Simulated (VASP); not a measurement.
# Sc2SiF2 in VASP: a series of runs, part 2 of 2

VASP 6.6.1. The steps go on from the part before.

### 3 Single point, PBE

The input, INCAR:

```
SYSTEM = Sc2SiF2
ALGO = Normal ; EDIFF = 1E-6
ENCUT = 600 ; GGA = PE
GGA_COMPAT = .FALSE. ; ISIF = 2
ISMEAR = 0 ; LASPH = .TRUE.
LCHARG = .TRUE. ; LELF = .TRUE.
LREAL = .FALSE. ; LVHAR = .TRUE.
LWAVE = .FALSE. ; NBANDS = 28
NELM = 120 ; PREC = Accurate
SIGMA = 0.1
```

The input, KPOINTS:

```
k-points
0
G
  8 8 10
  0 0 0
```

The input, POSCAR:

```
Sc2SiF2
1.0
    5.4609499169      0.0000000000      0.0000000000
    0.0000000000      5.4609499169      0.0000000000
    0.0000000000      0.0000000000      4.0118929425
Sc Si F
2 1 2
Direct
    0.5000000000      0.0000000000      0.0000000000
    0.0000000000      0.5000000000      0.0000000000
    0.0000000000      0.0000000000      0.0000000000
    0.5000000000      0.0000000000      0.5000000000
    0.0000000000      0.5000000000      0.5000000000
```

Potentials or basis: VASP PAW PBE potentials, release 64 (Sc_sv, Si, F).

Started as:

```
> cat potpaw_PBE.64/Sc_sv/POTCAR potpaw_PBE.64/Si/POTCAR potpaw_PBE.64/F/POTCAR > POTCAR
> mpirun -np 1 vasp_std > vasp.out
```

OUTCAR:

```text
SYSTEM = Sc2SiF2
   EDIFF = 1E-6
   ENCUT = 600
   GGA = PE
   ISIF = 2
   ISMEAR = 0
   LASPH = .TRUE.
   LREAL = .FALSE.
   NELM = 120
   PREC = Accurate

 ion  position               nearest neighbor table
   1  0.500  0.000  0.000-   4 2.01   4 2.01   3 2.73   3 2.73
   2  0.000  0.500  0.000-   5 2.01   5 2.01   3 2.73   3 2.73
   3  0.000  0.000  0.000-   1 2.73   2 2.73   2 2.73   1 2.73
   4  0.500  0.000  0.500-   1 2.01   1 2.01
   5  0.000  0.500  0.500-   2 2.01   2 2.01

  LATTYP: Found a simple tetragonal cell.
 ALAT       =     5.4609499169
 C/A-ratio  =     0.7346511145

  Lattice vectors:

 A1 = (   5.4609499169,   0.0000000000,   0.0000000000)
 A2 = (   0.0000000000,   5.4609499169,   0.0000000000)
 A3 = (   0.0000000000,   0.0000000000,   4.0118929425)

Analysis of symmetry for initial positions (statically):
=====================================================================
 Subroutine PRICEL returns:
 Original cell was already a primitive cell.

 Routine SETGRP: Setting up the symmetry group for a
 simple tetragonal supercell.

 Subroutine GETGRP returns: Found 16 space group operations
 (whereof 16 operations were pure point group operations)
 out of a pool of 16 trial point group operations.

The static configuration has the point symmetry D_4h.

Analysis of symmetry for dynamics (positions and initial velocities):
=====================================================================
 Subroutine PRICEL returns:
 Original cell was already a primitive cell.

 Routine SETGRP: Setting up the symmetry group for a
 simple tetragonal supercell.

 Subroutine GETGRP returns: Found 16 space group operations
 (whereof 16 operations were pure point group operations)
 out of a pool of 16 trial point group operations.

[... 122 lines left out ...]
   EFERMI_NEDOS =   21; number of points for ismear=-14 and -15
   IALGO  =     38    algorithm
   IMIX   =      4    mixing-type and parameters
     AMIX     =   0.40;   BMIX     =  1.00
     AMIX_MAG =   1.60;   BMIX_MAG =  1.00
  volume/ion in A,a.u.               =      23.93       161.48
  Fermi-wavevector in a.u.,A,eV,Ry     =   1.136230  2.147163 17.565375  1.291019
  Thomas-Fermi vector in A             =   2.272935
   LORBIT       =      0    0 simple, 1 ext, 2 COOP (PROOUT), +10 PAW based schemes
   GGA     = PE    functional components
   LHFCALC =     F    Hartree Fock is set to
   AEXX    =    0.0000 exact exchange contribution
   IVDW    =     0    specifies the selected vdW correction
   LEPSILON=     F    determine dielectric tensor
   LRPA    =     F    only Hartree local field effects (RPA)
 non-spin polarized calculation
 Gauss-broadening in eV      SIGMA  =   0.10
  energy-cutoff  :      600.00
  volume of cell :      119.64
 maximum number of plane-waves:      4032
 NGX is ok and might be reduce to    48
   NGX = 21   NGY = 21   NGZ = 17

 number of electron      40.0000002 magnetization

 Free energy of the ion-electron system (eV)
  ---------------------------------------------------
  ext. energy  EPLUGINS =         0.00000000
  ---------------------------------------------------
  free energy    TOTEN  =       -29.97942872 eV

  energy without entropy =      -29.96119933  energy(sigma->0) =      -29.97031402

 E-fermi :   2.0719     XC(G=0):  -8.2097

 val. band max:        2.0609468825   @ k =   0.5000   0.1250   0.0000
 cond. band min:       2.0735553567   @ k =   0.5000   0.5000   0.2000
 fundamental gap:      0.0126084742
 Fermi energy:         2.0718515363

 k-point     1 :       0.0000    0.0000    0.0000
  band No.  band energies     occupation
      1     -48.4639      2.00000
      2     -48.4598      2.00000
      3     -27.2238      2.00000
      4     -27.2182      2.00000
      5     -27.1496      2.00000
      6     -27.1496      2.00000
[... 733 lines left out ...]
     27       4.1423      0.00000
     28       5.0325      0.00000

 [... further k-points ...]

------------------------ aborting loop because EDIFF is reached ----------------------------------------

  FORCE on cell =-STRESS in cart. coord.  units (eV):
  Direction    XX          YY          ZZ          XY          YZ          ZX
  --------------------------------------------------------------------------------------
  -------------------------------------------------------------------------------------
  Total       -0.0576747     -0.0576747      0.5517418      0.0000000     -0.0000000      0.0000000
  in kB       -0.7723431     -0.7723431      7.3885765      0.0000000     -0.0000000      0.0000000
  external PRESSURE =       1.9479634 kB  Pullay stress =       0.0000000 kB

 VOLUME and BASIS-vectors are now :
 -----------------------------------------------------------------------------
  energy-cutoff  :      600.00
  volume of cell :      119.64
      direct lattice vectors                 reciprocal lattice vectors
     5.460949917  0.000000000  0.000000000     0.183118325  0.000000000  0.000000000
     0.000000000  5.460949917  0.000000000     0.000000000  0.183118325  0.000000000
     0.000000000  0.000000000  4.011892943     0.000000000  0.000000000  0.249258895

 POSITION                                       TOTAL-FORCE (eV/Angst)
 -----------------------------------------------------------------------------------
      2.73047      0.00000      0.00000         0.000000      0.000000      0.000000
      0.00000      2.73047      0.00000         0.000000      0.000000      0.000000
      0.00000      0.00000      0.00000         0.000000      0.000000      0.000000
      2.73047      0.00000      2.00595         0.000000      0.000000      0.000000
      0.00000      2.73047      2.00595         0.000000      0.000000      0.000000
 -----------------------------------------------------------------------------------
    total drift:                                0.000000      0.000000      0.000000

  FREE ENERGIE OF THE ION-ELECTRON SYSTEM (eV)
  ---------------------------------------------------
  free  energy   TOTEN  =       -29.9794287153 eV

  energy  without entropy=      -29.9611993310  energy(sigma->0) =      -29.97031402
```

It took 3.7 min on 1 thread of AMD EPYC 9R45 (Zen 5), shared host; peak memory 0.46 GiB.

Results:

| Property | Result |
| --- | --- |
| Free energy | -29.9794 eV |
| Pressure | 0.2 GPa |
| Band gap on the k mesh | zero (bands 20 and 21 overlap by 0.46 eV) |

### 4 Single point, PBE, collinear spin

The input, INCAR:

```
SYSTEM = Sc2SiF2
PREC     = Accurate       ! precision mode
ENCUT    = 600            ! plane-wave cutoff, eV
EDIFF    = 1E-6           ! SCF threshold, eV
ISMEAR   = 0              ! smearing method
SIGMA    = 0.1            ! smearing width, eV
LREAL    = .False.        ! projectors in reciprocal space
LASPH    = .True.         ! aspherical terms in the spheres
NELM     = 200            ! most SCF steps
ALGO     = Normal         ! electronic algorithm
ISIF     = 2              ! what is computed and relaxed
LWAVE    = .False.        ! write WAVECAR
LCHARG   = .False.        ! write CHGCAR
ISPIN    = 2              ! spin polarisation
MAGMOM   = 0 0 0 1 1      ! initial moments
LORBIT   = 11             ! projections on sites
LMAXMIX  = 4              ! l up to which the mixer works
GGA      = PE             ! functional
NBANDS   = 32             ! bands
GGA_COMPAT= .False.
```

The input, KPOINTS:

```
Automatic mesh
0
Gamma
  4 4 4
  0 0 0
```

POSCAR, as its differences from that of step 3:

```diff
@@ -2,5 +2,5 @@
 1.0
-    5.4609499169      0.0000000000      0.0000000000
-    0.0000000000      5.4609499169      0.0000000000
-    0.0000000000      0.0000000000      4.0118929425
+    5.4479308745      0.0000000000      0.0000000000
+    0.0000000000      5.4479308745      0.0000000000
+    0.0000000000      0.0000000000      4.0283286829
 Sc Si F
```

Started as:

```
> cat potpaw_PBE.64/Sc_sv/POTCAR potpaw_PBE.64/Si/POTCAR potpaw_PBE.64/F/POTCAR > POTCAR
> mpirun -np 1 vasp_std > vasp.out
```

Run time: 2.1 min. Hardware: 1 thread of AMD EPYC 9R45 (Zen 5), shared host; peak memory 0.34 GiB.

The run converged. Its results:

```yaml
Free_energy: -29.9447 eV
Pressure: 0.2 GPa
Net_moment: 0.51 μB per cell
Site_moments: Sc +0.04; Si +0.10; F +0.01 μB
Valence_electrons_inside_the_program's_atomic_spheres: Sc 9.32; Si 1.68; F 6.11
```

Stress tensor (GPa, compression positive):
```
-0.03  0.00  0.00
 0.00 -0.03  0.00
 0.00  0.00  0.52
```

Levels at points of the mesh, in eV from the Fermi level:
Spin up:
```
           k point  band 17  band 18  band 19  band 20  band 21  band 22  band 23  band 24
(0.00, 0.00, 0.00)    -6.04    -1.09    -0.31    -0.31    -0.12     1.07     1.07     1.27
(0.50, 0.00, 0.00)    -5.69    -2.48    -0.90    -0.04     0.42     0.52     0.99     1.26
(0.50, 0.50, 0.00)    -5.32    -2.60    -2.60    -0.09     0.71     0.73     0.73     1.08
(0.00, 0.00, 0.50)    -6.32    -1.12    -0.48    -0.27    -0.27     0.06     1.32     1.92
(0.50, 0.00, 0.50)    -6.44    -2.13    -0.82    -0.80     0.34     0.66     1.19     1.94
(0.50, 0.50, 0.50)    -6.14    -2.25    -2.25    -0.59     0.88     0.88     1.23     1.83
```
Spin down:
| k point | band 16 | band 17 | band 18 | band 19 | band 20 | band 21 | band 22 | band 23 | band 24 | band 25 |
| --- | --- | --- | --- | --- | --- | --- | --- | --- | --- | --- |
| (0.00, 0.00, 0.00) | -6.00 | -6.00 | -1.04 | -0.18 | -0.18 | -0.11 | 1.16 | 1.16 | 1.31 | 1.67 |
| (0.50, 0.00, 0.00) | -6.13 | -5.59 | -2.39 | -0.82 | 0.01 | 0.53 | 0.70 | 1.02 | 1.38 | 1.38 |
| (0.50, 0.50, 0.00) | -5.91 | -5.17 | -2.52 | -2.52 | 0.19 | 0.74 | 0.76 | 0.76 | 1.11 | 1.71 |
| (0.00, 0.00, 0.50) | -6.28 | -6.28 | -0.57 | -0.44 | -0.16 | -0.16 | 0.07 | 1.37 | 2.01 | 2.01 |
| (0.50, 0.00, 0.50) | -6.38 | -6.27 | -2.06 | -0.74 | -0.27 | 0.39 | 0.67 | 1.23 | 1.97 | 2.21 |
| (0.50, 0.50, 0.50) | -6.20 | -5.88 | -2.17 | -2.17 | -0.10 | 0.92 | 0.92 | 1.26 | 1.86 | 2.43 |

Caveat: the k points lie up to 0.39 Å⁻¹ apart.

### 5 Overview

```csv
spin,cell,k mesh,gap on the mesh (eV),pressure (GPa)
off,"a = 5.448, b = 5.448, c = 4.028 Å, 5 atoms",4 × 4 × 4,none,0.2
off,"a = 5.461, b = 5.461, c = 4.012 Å, 5 atoms",8 × 8 × 10,none,0.2
collinear,"a = 5.448, b = 5.448, c = 4.028 Å, 5 atoms",4 × 4 × 4,none,0.2
```

Alike in all rows: task single point; level PBE; potentials or basis VASP PAW PBE potentials, release 64 (Sc_sv, Si, F); cutoff (eV) 600; smearing gaussian 0.1 eV.

Caveats: some runs use coarse meshes.

Absolute energies hang on the potentials; compare differences alone.
